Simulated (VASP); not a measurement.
The system is Pd.

```
Pd
1.0
     0.00000    1.94490    1.94490
     1.94490    0.00000    1.94490
     1.94490    1.94490    0.00000
Pd
1
Direct
  0.00000 0.00000 0.00000
```

| Item | Value |
| --- | --- |
| Program | VASP 6.6.1 |
| Task | relaxation of cell and atoms |
| Functional | RPBE |
| Potentials or basis | VASP PAW PBE potentials, release 64 (Pd) |
| Cutoff | 600 eV |
| k mesh | 14 × 14 × 14 |
| Occupations | fermi-dirac, width 0.1 eV |
| Spin | no spin polarisation |

At the start: pressure 12.4 GPa; volume 14.71 Å³/atom.

Task: How do energy, volume and symmetry change on relaxing?

Result: Over 4 steps the energy falls by 38.8 meV/atom and the volume is 15.79 Å³/atom (+7.3 %); space group Fm-3m (No. 225, to 0.05 Å).

The path:
```
step  energy change (eV)  largest force (eV/Å)  pressure (GPa)  volume (Å³)
   1              0.0000                0.0000           12.44        14.71
   2              0.0141                0.0000          -10.21        17.28
   3             -0.0388                0.0000           -0.19        15.81
   4             -0.0388                0.0000            0.00        15.79
```

Final structure:
```
CELL_PARAMETERS angstrom
0.00000 1.99104 1.99104
1.99104 0.00000 1.99104
1.99104 1.99104 0.00000
ATOMIC_POSITIONS crystal
Pd 0.00000 0.00000 0.00000
```

Caveat: the PAW data sets were made with another functional, which shifts forces and pressure a little.
